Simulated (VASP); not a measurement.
# Sn (I4/mmm) in VASP: further runs

Runs on Sn. Level: PBEsol+D3(BJ). Tasks: single point.

Program: VASP 6.6.1. These are calculated values, not measurements. Logs are shortened: lines on timing, memory, paths and dates and some standing lists are left out, and cuts for length are marked.

## (1) The cell of the first run

Symmetry: I4/mmm, No. 139, tetragonal system. The conventional cell has a = 3.941 Å, b = 3.941 Å, c = 4.092 Å, α = 90.00°, β = 90.00°, γ = 90.00°. Sn (site symmetry 4/mmm) has 14 Sn at 3.46 to 4.09 Å within 4.5 Å.

## (2) Single point, PBEsol+D3(BJ) (strain +0.040 along x and y, +0.080 along z)

Input file INCAR:

```
SYSTEM = Sn
PREC = Accurate ; ENCUT = 520
EDIFF = 1E-6 ; ISMEAR = 0
SIGMA = 0.15 ; LREAL = .FALSE.
LASPH = .TRUE. ; NELM = 60
ALGO = Fast ; ISIF = 2
LWAVE = .FALSE. ; LCHARG = .TRUE.
GGA = PS ; IVDW = 12
LELF = .TRUE. ; LVHAR = .TRUE.
NBANDS = 13
```

Input file KPOINTS:

```
Automatic mesh
0
G
  18 18 18
  0 0 0
```

Input file POSCAR:

```
Sn
1.0
   -1.9704378920      1.9704378920      2.0462239647
    1.9704378920     -1.9704378920      2.0462239647
    1.9704378920      1.9704378920     -2.0462239647
Sn
1
Direct
    0.0000000000      0.0000000000      0.0000000000
```

Potentials or basis: VASP PAW PBE potentials, release 64 (Sn_d).

Started as:

```
> cat potpaw_PBE.64/Sn_d/POTCAR > POTCAR
> mpirun -np 1 vasp_std > vasp.out
```

OUTCAR:

```text
SYSTEM = Sn
   PREC = Accurate
   ENCUT = 520
   EDIFF = 1E-6
   ISMEAR = 0
   LREAL = .FALSE.
   LASPH = .TRUE.
   NELM = 60
   ISIF = 2
   GGA = PS
   IVDW = 12
 IVDW          = 12

 ion  position               nearest neighbor table
   1  0.000  0.000  0.000-

  LATTYP: Found a body centered tetragonal cell.
 ALAT       =     3.9408757840
 C/A-ratio  =     1.0384615384

  Lattice vectors:

 A1 = (  -1.9704378920,   1.9704378920,   2.0462239647)
 A2 = (   1.9704378920,  -1.9704378920,   2.0462239647)
 A3 = (   1.9704378920,   1.9704378920,  -2.0462239647)

Analysis of symmetry for initial positions (statically):
=====================================================================
 Subroutine PRICEL returns:
 Original cell was already a primitive cell.

 Routine SETGRP: Setting up the symmetry group for a
 body centered tetragonal supercell.

 Subroutine GETGRP returns: Found 16 space group operations
 (whereof 16 operations were pure point group operations)
 out of a pool of 16 trial point group operations.

The static configuration has the point symmetry D_4h.

Analysis of symmetry for dynamics (positions and initial velocities):
=====================================================================
 Subroutine PRICEL returns:
 Original cell was already a primitive cell.

 Routine SETGRP: Setting up the symmetry group for a
 body centered tetragonal supercell.

 Subroutine GETGRP returns: Found 16 space group operations
 (whereof 16 operations were pure point group operations)
 out of a pool of 16 trial point group operations.

The dynamic configuration has the point symmetry D_4h.

 Subroutine INISYM returns: Found 16 space group operations
 (whereof 16 operations are pure point group operations),
 and found     1 'primitive' translations

----------------------------------------------------------------------------------------

                                     Primitive cell

  volume of cell :      31.7789

  direct lattice vectors                    reciprocal lattice vectors
    -1.970437892  1.970437892  2.046223965     0.000000000  0.253750703  0.244352529
     1.970437892 -1.970437892  2.046223965     0.253750703  0.000000000  0.244352529
     1.970437892  1.970437892 -2.046223965     0.253750703  0.253750703  0.000000000

  length of vectors
     3.457207469  3.457207469  3.457207469     0.352274861  0.352274861  0.358857685

  position of ions in fractional coordinates (direct lattice)
     0.000000000  0.000000000  0.000000000

  ion indices of the primitive-cell ions
   primitive index   ion index
                 1           1

----------------------------------------------------------------------------------------

 KPOINTS: Automatic mesh

Automatic generation of k-mesh.
 Grid dimensions read from file:
 generate k-points for:   18   18   18

 Generating k-lattice:

  Cartesian coordinates                     Fractional coordinates (reciprocal lattice)
     0.000000000  0.014097261  0.013575140     0.055555556  0.000000000  0.000000000
     0.014097261  0.000000000  0.013575140     0.000000000  0.055555556  0.000000000
     0.014097261  0.014097261  0.000000000     0.000000000  0.000000000  0.055555556

  Length of vectors
     0.019570826  0.019570826  0.019936538

  Shift w.r.t. Gamma in fractional coordinates (k-lattice)
     0.000000000  0.000000000  0.000000000

 Subroutine IBZKPT returns following result:
 ===========================================

 Found    480 irreducible k-points:

 Following reciprocal coordinates:
            Coordinates               Weight
  0.000000  0.000000  0.000000      1.000000
  0.055556 -0.000000  0.000000      8.000000
  0.111111 -0.000000  0.000000      8.000000
  0.166667  0.000000 -0.000000      8.000000
  0.222222 -0.000000  0.000000      8.000000
  0.277778  0.000000  0.000000      8.000000
[... 16 lines left out ...]
 -0.277778  0.055556 -0.000000     16.000000
 -0.222222  0.055556 -0.000000     16.000000
 [... further k-points ...]
   k-points           NKPTS =    480   k-points in BZ     NKDIM =    480   number of bands    NBANDS=     13
   number of dos      NEDOS =    301   number of ions     NIONS =      1
   total plane-waves  NPLWV =  21952
   dimension x,y,z NGX =    28 NGY =   28 NGZ =   28
   dimension x,y,z NGXF=    56 NGYF=   56 NGZF=   56
   ions per type =               1
   NGX,Y,Z   is equivalent  to a cutoff of  13.46, 13.46, 13.46 a.u.
   NGXF,Y,Z  is equivalent  to a cutoff of  26.93, 26.93, 26.93 a.u.
 SYSTEM =  Sn
   PREC   = accura    normal or accurate (medium, high low for compatibility)
   ISTART =      0    job   : 0-new  1-cont  2-samecut
   ICHARG =      2    charge: 1-file 2-atom 10-const
   ISPIN  =      1    spin polarized calculation?
   LNONCOLLINEAR =      F non collinear calculations
   LSORBIT =      F    spin-orbit coupling
   LASPH  =      T    aspherical Exc in radial PAW
   ENCUT  =  520.0 eV  38.22 Ry    6.18 a.u.   6.43  6.43  6.43*2*pi/ulx,y,z
   NELM   =     60;   NELMIN=  2; NELMDL= -5     # of ELM steps
   EDIFF  = 0.1E-05   stopping-criterion for ELM
   LREAL  =      F    real-space projection
   EDIFFG = 0.1E-04   stopping-criterion for IOM
   NSW    =      0    number of steps for IOM
   IBRION =     -1    ionic relax: 0-MD 1-quasi-New 2-CG
   NFREE  =      0    steps in history (QN), initial steepest desc. (CG)
   ISIF   =      2    stress and relaxation
   ISYM   =      2    0-nonsym 1-usesym 2-fastsym
   POTIM  = 0.5000    time-step for ionic-motion
   TEBEG  =    0.0;   TEEND  =   0.0 temperature during run
   PSTRESS=    0.0 pullay stress
   NELECT =      14.0000    total number of electrons
   NUPDOWN=      -1.0000    fix difference up-down
   EMIN   =  10.00;   EMAX   =-10.00  energy-range for DOS
   EFERMI =   0.00;   METHOD = LEGACY
   ISMEAR =     0;   SIGMA  =   0.15  broadening in eV -4-tet -1-fermi 0-gaus
   EFERMI_NEDOS =   21; number of points for ismear=-14 and -15
   IALGO  =     68    algorithm
   IMIX   =      4    mixing-type and parameters
     AMIX     =   0.40;   BMIX     =  1.00
     AMIX_MAG =   1.60;   BMIX_MAG =  1.00
  volume/ion in A,a.u.               =      31.78       214.45
  Fermi-wavevector in a.u.,A,eV,Ry     =   1.245675  2.353984 21.112232  1.551705
  Thomas-Fermi vector in A             =   2.379886
   LORBIT       =      0    0 simple, 1 ext, 2 COOP (PROOUT), +10 PAW based schemes
   GGA     = PS    functional components
   LHFCALC =     F    Hartree Fock is set to
   AEXX    =    0.0000 exact exchange contribution
   IVDW    =    12    specifies the selected vdW correction
   LEPSILON=     F    determine dielectric tensor
   LRPA    =     F    only Hartree local field effects (RPA)
 non-spin polarized calculation
 RMM-DIIS sequential band-by-band and
 Gauss-broadening in eV      SIGMA  =   0.15
  energy-cutoff  :      520.00
  volume of cell :       31.78
 maximum number of plane-waves:       875
 NGX is ok and might be reduce to    28
   NGX = 13   NGY = 13   NGZ = 13

 number of electron      13.9999998 magnetization

 Free energy of the ion-electron system (eV)
  ---------------------------------------------------
  ext. energy  EPLUGINS =         0.00000000
  ---------------------------------------------------
  free energy    TOTEN  =        -4.09092859 eV

  energy without entropy =       -4.08498117  energy(sigma->0) =       -4.08795488

 E-fermi :   6.1896     XC(G=0):  -9.7935

 val. band max:        6.1847374791   @ k =  -0.4444  -0.4444   0.4444
 cond. band min:       6.1934390569   @ k =  -0.4444   0.4444   0.4444
 fundamental gap:      0.0087015777
 Fermi energy:         6.1896180493

 k-point     1 :       0.0000    0.0000    0.0000
  band No.  band energies     occupation
      1     -15.2239      2.00000
      2     -15.2239      2.00000
      3     -15.2195      2.00000
      4     -15.1435      2.00000
      5     -15.1314      2.00000
      6      -3.8786      2.00000
      7      12.6950      0.00000
      8      12.8283      0.00000
      9      12.8283      0.00000
     10      17.6511      0.00000
     11      17.6535      0.00000
     12      17.6683      0.00000
     13      18.1180      0.00000

 k-point     2 :       0.0556   -0.0000    0.0000
  band No.  band energies     occupation
      1     -15.2232      2.00000
      2     -15.2224      2.00000
      3     -15.2170      2.00000
      4     -15.1442      2.00000
      5     -15.1319      2.00000
      6      -3.8208      2.00000
      7      12.2320      0.00000
      8      12.6309      0.00000
      9      12.7204      0.00000
     10      16.8053      0.00000
     11      17.1920      0.00000
     12      17.7258      0.00000
     13      18.1677      0.00000

 k-point     3 :       0.1111   -0.0000    0.0000
  band No.  band energies     occupation
      1     -15.2248      2.00000
      2     -15.2185      2.00000
      3     -15.2061      2.00000
      4     -15.1460      2.00000
      5     -15.1333      2.00000
      6      -3.6475      2.00000
      7      11.0118      0.00000
      8      12.1466      0.00000
      9      12.5769      0.00000
     10      15.9837      0.00000
     11      16.4877      0.00000
     12      17.4295      0.00000
     13      18.3349      0.00000
[... 305 lines left out ...]
 k-point    23 :      -0.2778    0.0556   -0.0000
  band No.  band energies     occupation
      1     -15.2328      2.00000
      2     -15.2059      2.00000
      3     -15.1541      2.00000
      4     -15.1513      2.00000
      5     -15.1376      2.00000
      6      -2.6626      2.00000
      7       7.2395      0.00000
      8      10.4304      0.00000
      9      11.6477      0.00000
     10      14.7490      0.00000
     11      15.3559      0.00000
     12      17.1344      0.00000
     13      19.7278      0.00000

 k-point    24 :      -0.2222    0.0556   -0.0000
  band No.  band energies     occupation
      1     -15.2287      2.00000
      2     -15.2115      2.00000
      3     -15.1756      2.00000
      4     -15.1492      2.00000
      5     -15.1365      2.00000
      6      -3.1207      2.00000
      7       8.7174      0.00000
      8      11.0361      0.00000
      9      11.9445      0.00000
     10      15.2289      0.00000
     11      15.6683      0.00000
     12      17.0938      0.00000
     13      19.3263      0.00000

 [... further k-points ...]

------------------------ aborting loop because EDIFF is reached ----------------------------------------

 Edisp (eV)   -0.34260

 E8    (eV) :    -0.2411

  FORCE on cell =-STRESS in cart. coord.  units (eV):
  Direction    XX          YY          ZZ          XY          YZ          ZX
  --------------------------------------------------------------------------------------
  -------------------------------------------------------------------------------------
  Total      -0.78255    -0.78255    -0.67494     0.00000     0.00000     0.00000
  in kB     -39.45315   -39.45315   -34.02790     0.00000     0.00000     0.00000
  external pressure =      -37.64 kB  Pullay stress =        0.00 kB

 VOLUME and BASIS-vectors are now :
 -----------------------------------------------------------------------------
  energy-cutoff  :      520.00
  volume of cell :       31.78
      direct lattice vectors                 reciprocal lattice vectors
    -1.970437892  1.970437892  2.046223965     0.000000000  0.253750703  0.244352529
     1.970437892 -1.970437892  2.046223965     0.253750703  0.000000000  0.244352529
     1.970437892  1.970437892 -2.046223965     0.253750703  0.253750703  0.000000000

 POSITION                                       TOTAL-FORCE (eV/Angst)
 -----------------------------------------------------------------------------------
      0.00000      0.00000      0.00000         0.000000     -0.000000      0.000000
 -----------------------------------------------------------------------------------
    total drift:                                0.000000     -0.000000      0.000000

  FREE ENERGIE OF THE ION-ELECTRON SYSTEM (eV)
  ---------------------------------------------------
  free  energy   TOTEN  =        -4.4335312181 eV

  energy  without entropy=       -4.4275837938  energy(sigma->0) =       -4.43055751
```

Wall time 2.3 min (1 thread of AMD EPYC 7R13 (Zen 3), shared host); peak memory 0.27 GiB.

What came out:

* Free energy: -4.4335 eV
* Pressure: -3.8 GPa
* Band gap on the k mesh: zero (bands 7 and 8 overlap by 8.48 eV)
* Dispersion energy per atom: -0.343 eV

Caveat: the cell differs from its parent crystal (strain +0.040 along x and y, +0.080 along z); the cell stands under tension; the PAW data sets were made with another functional, which shifts forces and pressure a little; spin-orbit coupling is left out, which moves the levels of the heavy elements.

## (3) Single point, PBEsol+D3(BJ) (strain +0.080 along x and y, +0.040 along z)

Input file INCAR:

```
ALGO = Fast
EDIFF = 1E-7
ENCUT = 520
GGA = PS
ISIF = 2
ISMEAR = 0
IVDW = 12
LASPH = T
LCHARG = F
LREAL = F
LWAVE = F
NBANDS = 13
NELM = 80
PREC = Accurate
SIGMA = 0.15
```

Input file KPOINTS:

```
k-points
0
Gamma
  18 18 18
```

Input file POSCAR:

```
Sn
1.0
   -2.0462239647      2.0462239647      1.9704378920
    2.0462239647     -2.0462239647      1.9704378920
    2.0462239647      2.0462239647     -1.9704378920
Sn
1
Direct
    0.0000000000      0.0000000000      0.0000000000
```

Potentials or basis: VASP PAW PBE potentials, release 64 (Sn_d).

Started as:

```
> cat potpaw_PBE.64/Sn_d/POTCAR > POTCAR
> mpirun -np 1 vasp_std > vasp.out
```

It took 2.5 min on 1 thread of AMD EPYC 7R13 (Zen 3), shared host; peak memory 0.28 GiB.

The run converged. Its results:

```
Free energy                : -4.4131 eV
Pressure                   : -6.0 GPa
Band gap on the k mesh     : zero (bands 7 and 8 overlap by 8.11 eV)
Dispersion energy per atom : -0.377 eV
```

Stress tensor (GPa, compression positive):
```
-5.77  0.00  0.00
 0.00 -5.77  0.00
 0.00  0.00 -6.41
```

Levels at points of the mesh, in eV from the Fermi level:
```csv
k point,band 4,band 5,band 6,band 7,band 8,band 9,band 10,band 11
"(0.00, 0.00, 0.00)",-21.34,-21.32,-9.84,6.24,6.24,6.43,11.01,11.54
"(0.50, 0.00, 0.00)",-21.33,-21.28,-6.21,-3.50,2.86,4.52,6.79,7.48
"(0.50, 0.50, 0.00)",-21.33,-21.29,-6.40,-3.58,3.24,5.05,7.26,8.03
"(0.50, 0.50, 0.50)",-21.30,-21.29,-3.54,-0.49,-0.49,0.11,3.74,4.07
```

Caveat: the cell differs from its parent crystal (strain +0.080 along x and y, +0.040 along z); the cell stands under tension; the PAW data sets were made with another functional, which shifts forces and pressure a little; spin-orbit coupling is left out, which moves the levels of the heavy elements.
